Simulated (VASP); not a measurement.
# Rh in VASP: a series of runs

Runs on Rh. Level: PBE. Tasks: single point, relaxation of cell and atoms.

All numbers are computed with VASP 6.6.1; they aren't measurements. Logs are shortened: lines on timing, memory, paths and dates and some standing lists are left out, and cuts for length are marked.

## 1. The cell of the first run

It takes space group Fm-3m (No. 225, cubic). Conventional cell: a = 3.830 Å, b = 3.830 Å, c = 3.830 Å, α = 90.00°, β = 90.00°, γ = 90.00°. Within 3.6 Å of Rh (site symmetry m-3m) lie 12 Rh at 2.71 Å.

## 2. Single point, PBE

INCAR reads:

```
SYSTEM = Rh
  PREC = Accurate
  ENCUT = 520
  EDIFF = 1E-6
  ISMEAR = 0
  SIGMA = 0.1
  LREAL = .FALSE.
  LASPH = .TRUE.
  NELM = 60
  ALGO = Fast
  ISIF = 2
  LWAVE = .FALSE.
  LCHARG = .FALSE.
  GGA = PE
  NBANDS = 14
```

KPOINTS reads:

```
regular mesh
0
G
  28 28 28
  0 0 0
```

POSCAR reads:

```
Rh
1.0
   -1.3541026099      1.3541026099      1.9149405364
    1.3541026099     -1.3541026099      1.9149405364
    1.3541026099      1.3541026099     -1.9149405364
Rh
1
Direct
    0.0000000000      0.0000000000      0.0000000000
```

Potentials or basis: VASP PAW PBE potentials, release 64 (Rh_pv).

On the command line:

```bash
cat potpaw_PBE.64/Rh_pv/POTCAR > POTCAR
mpirun -np 1 vasp_std > vasp.out
```

OUTCAR:

```text
SYSTEM = Rh
   PREC = Accurate
   ENCUT = 520
   EDIFF = 1E-6
   ISMEAR = 0
   LREAL = .FALSE.
   LASPH = .TRUE.
   NELM = 60
   ISIF = 2
   GGA = PE

 ion  position               nearest neighbor table
   1  0.000  0.000  0.000-

  LATTYP: Found a body centered tetragonal cell.
 ALAT       =     2.7082052198
 C/A-ratio  =     1.4141768300

  Lattice vectors:

 A1 = (  -1.3541026099,   1.3541026099,   1.9149405364)
 A2 = (   1.3541026099,  -1.3541026099,   1.9149405364)
 A3 = (   1.3541026099,   1.3541026099,  -1.9149405364)

Analysis of symmetry for initial positions (statically):
=====================================================================
 Subroutine PRICEL returns:
 Original cell was already a primitive cell.

 Routine SETGRP: Setting up the symmetry group for a
 body centered tetragonal supercell.

 Subroutine GETGRP returns: Found 16 space group operations
 (whereof 16 operations were pure point group operations)
 out of a pool of 16 trial point group operations.

The static configuration has the point symmetry D_4h.

Analysis of symmetry for dynamics (positions and initial velocities):
=====================================================================
 Subroutine PRICEL returns:
 Original cell was already a primitive cell.

 Routine SETGRP: Setting up the symmetry group for a
 body centered tetragonal supercell.

 Subroutine GETGRP returns: Found 16 space group operations
 (whereof 16 operations were pure point group operations)
 out of a pool of 16 trial point group operations.

The dynamic configuration has the point symmetry D_4h.

 Subroutine INISYM returns: Found 16 space group operations
 (whereof 16 operations are pure point group operations),
 and found     1 'primitive' translations

----------------------------------------------------------------------------------------

                                     Primitive cell

  volume of cell :      14.0449

  direct lattice vectors                    reciprocal lattice vectors
    -1.354102610  1.354102610  1.914940536     0.000000000  0.369248236  0.261104713
     1.354102610 -1.354102610  1.914940536     0.369248236  0.000000000  0.261104713
     1.354102610  1.354102610 -1.914940536     0.369248236  0.369248236  0.000000000

  length of vectors
     2.708170049  2.708170049  2.708170049     0.452238799  0.452238799  0.522195863

  position of ions in fractional coordinates (direct lattice)
     0.000000000  0.000000000  0.000000000

  ion indices of the primitive-cell ions
   primitive index   ion index
                 1           1

----------------------------------------------------------------------------------------

 KPOINTS: regular mesh

Automatic generation of k-mesh.
 Grid dimensions read from file:
 generate k-points for:   28   28   28

 Generating k-lattice:

  Cartesian coordinates                     Fractional coordinates (reciprocal lattice)
     0.000000000  0.013187437  0.009325168     0.035714286 -0.000000000  0.000000000
     0.013187437  0.000000000  0.009325168    -0.000000000  0.035714286  0.000000000
     0.013187437  0.013187437  0.000000000     0.000000000  0.000000000  0.035714286

  Length of vectors
     0.016151386  0.016151386  0.018649852

  Shift w.r.t. Gamma in fractional coordinates (k-lattice)
     0.000000000  0.000000000  0.000000000

 Subroutine IBZKPT returns following result:
 ===========================================

 Found   1639 irreducible k-points:

 Following reciprocal coordinates:
            Coordinates               Weight
  0.000000  0.000000  0.000000      1.000000
  0.035714 -0.000000  0.000000      8.000000
  0.071429 -0.000000  0.000000      8.000000
  0.107143 -0.000000  0.000000      8.000000
  0.142857  0.000000  0.000000      8.000000
  0.178571 -0.000000  0.000000      8.000000
[... 16 lines left out ...]
  0.285714  0.035714  0.000000     16.000000
  0.321429  0.035714  0.000000     16.000000
 [... further k-points ...]
   k-points           NKPTS =   1639   k-points in BZ     NKDIM =   1639   number of bands    NBANDS=     14
   number of dos      NEDOS =    301   number of ions     NIONS =      1
   total plane-waves  NPLWV =   8000
   dimension x,y,z NGX =    20 NGY =   20 NGZ =   20
   dimension x,y,z NGXF=    40 NGYF=   40 NGZF=   40
   ions per type =               1
   NGX,Y,Z   is equivalent  to a cutoff of  12.28, 12.28, 12.28 a.u.
   NGXF,Y,Z  is equivalent  to a cutoff of  24.55, 24.55, 24.55 a.u.
 SYSTEM =  Rh
   PREC   = accura    normal or accurate (medium, high low for compatibility)
   ISTART =      0    job   : 0-new  1-cont  2-samecut
   ICHARG =      2    charge: 1-file 2-atom 10-const
   ISPIN  =      1    spin polarized calculation?
   LNONCOLLINEAR =      F non collinear calculations
   LSORBIT =      F    spin-orbit coupling
   LASPH  =      T    aspherical Exc in radial PAW
   ENCUT  =  520.0 eV  38.22 Ry    6.18 a.u.   5.04  5.04  5.04*2*pi/ulx,y,z
   NELM   =     60;   NELMIN=  2; NELMDL= -5     # of ELM steps
   EDIFF  = 0.1E-05   stopping-criterion for ELM
   LREAL  =      F    real-space projection
   EDIFFG = 0.1E-04   stopping-criterion for IOM
   NSW    =      0    number of steps for IOM
   IBRION =     -1    ionic relax: 0-MD 1-quasi-New 2-CG
   NFREE  =      0    steps in history (QN), initial steepest desc. (CG)
   ISIF   =      2    stress and relaxation
   ISYM   =      2    0-nonsym 1-usesym 2-fastsym
   POTIM  = 0.5000    time-step for ionic-motion
   TEBEG  =    0.0;   TEEND  =   0.0 temperature during run
   PSTRESS=    0.0 pullay stress
   NELECT =      15.0000    total number of electrons
   NUPDOWN=      -1.0000    fix difference up-down
   EMIN   =  10.00;   EMAX   =-10.00  energy-range for DOS
   EFERMI =   0.00;   METHOD = LEGACY
   ISMEAR =     0;   SIGMA  =   0.10  broadening in eV -4-tet -1-fermi 0-gaus
   EFERMI_NEDOS =   21; number of points for ismear=-14 and -15
   IALGO  =     68    algorithm
   IMIX   =      4    mixing-type and parameters
     AMIX     =   0.40;   BMIX     =  1.00
     AMIX_MAG =   1.60;   BMIX_MAG =  1.00
  volume/ion in A,a.u.               =      14.04        94.78
  Fermi-wavevector in a.u.,A,eV,Ry     =   1.673397  3.162263 38.099838  2.800259
  Thomas-Fermi vector in A             =   2.758376
   LORBIT       =      0    0 simple, 1 ext, 2 COOP (PROOUT), +10 PAW based schemes
   GGA     = PE    functional components
   LHFCALC =     F    Hartree Fock is set to
   AEXX    =    0.0000 exact exchange contribution
   IVDW    =     0    specifies the selected vdW correction
   LEPSILON=     F    determine dielectric tensor
   LRPA    =     F    only Hartree local field effects (RPA)
 non-spin polarized calculation
 RMM-DIIS sequential band-by-band and
 Gauss-broadening in eV      SIGMA  =   0.10
  energy-cutoff  :      520.00
  volume of cell :       14.04
 maximum number of plane-waves:       388
   NGX =  9   NGY =  9   NGZ =  9

 number of electron      15.0000003 magnetization

 Free energy of the ion-electron system (eV)
  ---------------------------------------------------
  ext. energy  EPLUGINS =         0.00000000
  ---------------------------------------------------
  free energy    TOTEN  =        -7.26190340 eV

  energy without entropy =       -7.25483648  energy(sigma->0) =       -7.25836994

 E-fermi :  11.5154     XC(G=0): -13.8946

 val. band max:       11.5152698632   @ k =  -0.3214   0.2500   0.0357
 cond. band min:      11.5163095992   @ k =  -0.3929   0.1071   0.0357
 fundamental gap:      0.0010397361
 Fermi energy:        11.5154427526

 k-point     1 :       0.0000    0.0000    0.0000
  band No.  band energies     occupation
      1     -34.8273      2.00000
      2     -34.8273      2.00000
      3     -34.8273      2.00000
      4       3.7144      2.00000
      5       8.5387      2.00000
      6       8.5387      2.00000
      7       8.5390      2.00000
      8      10.5546      2.00000
      9      10.5549      2.00000
     10      27.5258      0.00000
     11      32.1096      0.00000
     12      32.8655      0.00000
     13      32.8655      0.00000
     14      32.8663      0.00000

 k-point     2 :       0.0357   -0.0000    0.0000
  band No.  band energies     occupation
      1     -34.8361      2.00000
      2     -34.8285      2.00000
      3     -34.8285      2.00000
      4       3.7651      2.00000
      5       8.5161      2.00000
      6       8.5586      2.00000
      7       8.5588      2.00000
      8      10.5432      2.00000
      9      10.5435      2.00000
     10      27.5987      0.00000
     11      32.1081      0.00000
     12      32.5534      0.00000
     13      32.9383      0.00000
     14      32.9388      0.00000

 k-point     3 :       0.0714   -0.0000    0.0000
  band No.  band energies     occupation
      1     -34.8620      2.00000
      2     -34.8320      2.00000
      3     -34.8320      2.00000
      4       3.9150      2.00000
      5       8.4527      2.00000
      6       8.6154      2.00000
      7       8.6156      2.00000
      8      10.5130      2.00000
      9      10.5133      2.00000
     10      27.8075      0.00000
     11      31.7853      0.00000
     12      32.1117      0.00000
     13      33.1535      0.00000
     14      33.1540      0.00000
[... 324 lines left out ...]
 k-point    23 :       0.2857    0.0357    0.0000
  band No.  band energies     occupation
      1     -35.2719      2.00000
      2     -34.9006      2.00000
      3     -34.8835      2.00000
      4       5.7348      2.00000
      5       8.7582      2.00000
      6       8.8256      2.00000
      7       8.9232      2.00000
      8      10.8451      2.00000
      9      11.2808      1.99909
     10      24.9561      0.00000
     11      28.6395      0.00000
     12      32.1091      0.00000
     13      34.4838      0.00000
     14      36.4286      0.00000

 k-point    24 :       0.3214    0.0357    0.0000
  band No.  band energies     occupation
      1     -35.3400      2.00000
      2     -34.9099      2.00000
      3     -34.8938      2.00000
      4       5.7634      2.00000
      5       8.7026      2.00000
      6       8.7368      2.00000
      7       9.4811      2.00000
      8      11.1242      2.00000
      9      11.5735      0.41135
     10      23.7704      0.00000
     11      28.2179      0.00000
     12      32.1092      0.00000
     13      33.9225      0.00000
     14      35.3856      0.00000

 [... further k-points ...]
[... 5 lines left out ...]
  --------------------------------------------------------------------------------------
  -------------------------------------------------------------------------------------
  Total        0.0048819      0.0048819      0.0054134      0.0000000     -0.0000000      0.0000000
  in kB        0.5569001      0.5569001      0.6175318      0.0000000     -0.0000000      0.0000000
  external PRESSURE =       0.5771107 kB  Pullay stress =       0.0000000 kB

 VOLUME and BASIS-vectors are now :
 -----------------------------------------------------------------------------
  energy-cutoff  :      520.00
  volume of cell :       14.04
      direct lattice vectors                 reciprocal lattice vectors
    -1.354102610  1.354102610  1.914940536     0.000000000  0.369248236  0.261104713
     1.354102610 -1.354102610  1.914940536     0.369248236  0.000000000  0.261104713
     1.354102610  1.354102610 -1.914940536     0.369248236  0.369248236  0.000000000

 POSITION                                       TOTAL-FORCE (eV/Angst)
 -----------------------------------------------------------------------------------
      0.00000      0.00000      0.00000        -0.000000      0.000000     -0.000000
 -----------------------------------------------------------------------------------
    total drift:                                0.000000     -0.000000      0.000000

  FREE ENERGIE OF THE ION-ELECTRON SYSTEM (eV)
  ---------------------------------------------------
  free  energy   TOTEN  =        -7.2619033956 eV

  energy  without entropy=       -7.2548364759  energy(sigma->0) =       -7.25836994
```

Wall time 3.2 min (1 thread of Intel Xeon Platinum 8375C at 2.90GHz (Ice Lake), shared host); peak memory 0.38 GiB.

Results:

* Free energy: -7.2619 eV
* Pressure: 0.1 GPa

Levels at points of the mesh, in eV from the Fermi level:
| k point | band 3 | band 4 | band 5 | band 6 | band 7 | band 8 | band 9 | band 10 | band 11 | band 12 |
| --- | --- | --- | --- | --- | --- | --- | --- | --- | --- | --- |
| (0.00, 0.00, 0.00) | -46.34 | -7.80 | -2.98 | -2.98 | -2.98 | -0.96 | -0.96 | 16.01 | 20.59 | 21.35 |
| (0.50, 0.00, 0.00) | -46.44 | -5.94 | -3.05 | -3.05 | 0.55 | 0.55 | 0.76 | 8.43 | 15.51 | 20.59 |
| (0.50, 0.50, 0.00) | -46.59 | -6.11 | -5.76 | 0.52 | 0.95 | 0.95 | 3.24 | 12.01 | 13.20 | 13.20 |
| (0.50, 0.50, 0.50) | -46.59 | -6.11 | -5.76 | 0.52 | 0.95 | 0.95 | 3.24 | 12.01 | 13.20 | 13.20 |

[end of part 1 of 2]
